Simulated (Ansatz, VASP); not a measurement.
**Si in VASP and in Ansatz**

```
Si
1.0
     7.02259   -1.95487   -0.00268
     7.02259    1.95487   -0.00268
    -0.76100    0.00000    6.37835
Si
8
Direct
  0.05567 0.05567 0.87394
  0.94433 0.94433 0.12606
  0.55921 0.55921 0.65369
  0.44079 0.44079 0.34631
  0.21291 0.21291 0.05694
  0.78709 0.78709 0.94306
  0.72708 0.72708 0.58556
  0.27292 0.27292 0.41444
```

Alike in both runs: task single point; functional PBE; k mesh 6 × 6 × 4; no spin polarisation.

|  | VASP | Ansatz |
| --- | --- | --- |
| version | VASP 6.6.1 | Ansatz 0.2.0 |
| potentials or method | VASP PAW PBE potentials, release 64 (Si) | plane waves, PAW |
| plane-wave cutoff (eV) | 520 | 420 |
| occupations | gaussian, width 0.01 eV | fixed |
| valence electrons in the cell | 32 | 32 |

```tsv
	VASP	Ansatz	Ansatz less VASP
gap on the k mesh at the Fermi level (eV)	0.30	0.30	-0.002
pressure (GPa)	-2.4	-2.3	+0.07
traceless stress, the component that is largest in VASP (GPa)	-0.12	-0.12	+0.002
rms of the force components (eV/Å)	0.039	0.038	-0.0015
```

Atom by atom the forces differ by 0.002 eV/Å (rms over components).
